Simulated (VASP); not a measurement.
HfB2: relaxation of cell and atoms with PBEsol

Crystal: HfB2.

```
Hf B
1.0
     3.14000    0.00000    0.00000
    -1.57000    2.71932    0.00000
     0.00000    0.00000    3.48000
Hf B
1 2
Direct
  0.00000 0.00000 0.00000
  0.33333 0.66667 0.50000
  0.66667 0.33333 0.50000
```

```yaml
Program: VASP 6.6.1
Task: relaxation of cell and atoms
Functional: PBEsol
Potentials_or_basis: VASP PAW PBE potentials, release 64 (Hf_pv, B)
Cutoff: 600 eV
k_mesh: 10 × 10 × 8
Occupations: fermi-dirac, width 0.05 eV
Spin: no spin polarisation
Target_pressure: 10 GPa
Dipole_correction: no
Further_INCAR_settings: ALGO = Normal; EDIFF = 1e-07; IBRION = 2; EDIFFG = -0.01; NSW = 80; ISIF = 3
```

| Property | Result |
| --- | --- |
| Relaxed volume | 9.40 Å³/atom |
| Relaxed cell | a = 3.091 Å, b = 3.091 Å, c = 3.407 Å, α = 90.00°, β = 90.00°, γ = 120.00° |
| Space group after relaxing (to 0.05 Å) | P6/mmm (No. 191) |
| Energy change on relaxing (the enthalpy is what falls) | +7.7 meV/atom |
| Ionic steps | 9 |
| Pressure after relaxing | 10.0 GPa |
| Band gap on the k mesh | zero (band 8 reaches 8.51 eV, above the bottom of band 9 at 7.69 eV) |

The path:
| step | energy change (eV) | largest force (eV/Å) | pressure (GPa) | volume (Å³) |
| --- | --- | --- | --- | --- |
| 1 | 0.0000 | 0.0000 | -4.46 | 29.71 |
| 2 | 0.3357 | 0.0000 | 38.16 | 26.03 |
| 3 | 0.0214 | 0.0000 | 9.68 | 28.22 |
| 4 | 0.0232 | 0.0000 | 10.00 | 28.19 |
| 5 | 0.0250 | 0.0000 | 10.31 | 28.16 |
| 6 | 0.0251 | 0.0000 | 10.33 | 28.16 |
| 7 | 0.0251 | 0.0000 | 10.33 | 28.16 |
| 8 | 0.0208 | 0.0000 | 9.58 | 28.22 |
| 9 | 0.0232 | 0.0000 | 10.01 | 28.19 |

Final structure:
```cif
data_structure
_symmetry_space_group_name_H-M 'P 1'
_symmetry_Int_Tables_number 1
_cell_length_a 3.0909
_cell_length_b 3.0909
_cell_length_c 3.4067
_cell_angle_alpha 90.000
_cell_angle_beta 90.000
_cell_angle_gamma 120.000
_cell_volume 28.19
loop_
_atom_site_label
_atom_site_type_symbol
_atom_site_fract_x
_atom_site_fract_y
_atom_site_fract_z
_atom_site_occupancy
Hf1 Hf 0.00000 0.00000 0.00000 1
B1 B 0.33333 0.66667 0.50000 1
B2 B 0.66667 0.33333 0.50000 1
```

Levels at points of the mesh, in eV from the Fermi level:
| k point | band 6 | band 7 | band 8 | band 9 | band 10 | band 11 |
| --- | --- | --- | --- | --- | --- | --- |
| (0.00, 0.00, 0.00) | -2.90 | -2.90 | -2.54 | 4.40 | 4.40 | 5.14 |
| (0.50, 0.00, 0.00) | -4.15 | -3.34 | -2.92 | 2.42 | 3.01 | 6.14 |
| (0.00, 0.00, 0.50) | -1.06 | -1.06 | 0.39 | 0.39 | 1.15 | 1.15 |
| (0.50, 0.00, 0.50) | -5.04 | -4.78 | -2.41 | 4.45 | 4.65 | 6.78 |

Run time: 65 s on 1 thread of Intel(R) Xeon(R) 6975P-C (Granite Rapids), with other jobs on the host, peak memory 0.19 GiB.

Caveat: the cell is relaxed towards a set pressure, so the enthalpy falls and the energy may rise; the PAW data sets were made with another functional, which shifts forces and pressure a little; spin-orbit coupling is left out, which moves the levels of the heavy elements.
